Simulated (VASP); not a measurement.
Here is a VASP 6.6.1 calculation.

Contents of INCAR:

```
PREC = Accurate ; ENCUT = 520
EDIFF = 1E-7 ; ISMEAR = 0
SIGMA = 0.05 ; LREAL = F
LASPH = T ; NELM = 100
ALGO = Fast ; ISIF = 2
LWAVE = F ; LCHARG = T
GGA = PE ; LELF = T
LVHAR = T ; NBANDS = 14
```

Contents of KPOINTS:

```
Automatic mesh
0
Gamma
  6 6 6
```

POSCAR

```
Bi
1.0
   -2.0681922341      2.0681922341      2.0681922341
    2.0681922341     -2.0681922341      2.0681922341
    2.0681922341      2.0681922341     -2.0681922341
Bi
1
Direct
    0.0000000000      0.0000000000      0.0000000000
```

Potentials or basis: VASP PAW PBE potentials, release 64 (Bi_d).

Command:

```bash
$ cat potpaw_PBE.64/Bi_d/POTCAR > POTCAR
$ mpirun -np 1 vasp_std > vasp.out
```

(1) Predict the pressure.

Results:

(1) -4.6 GPa.
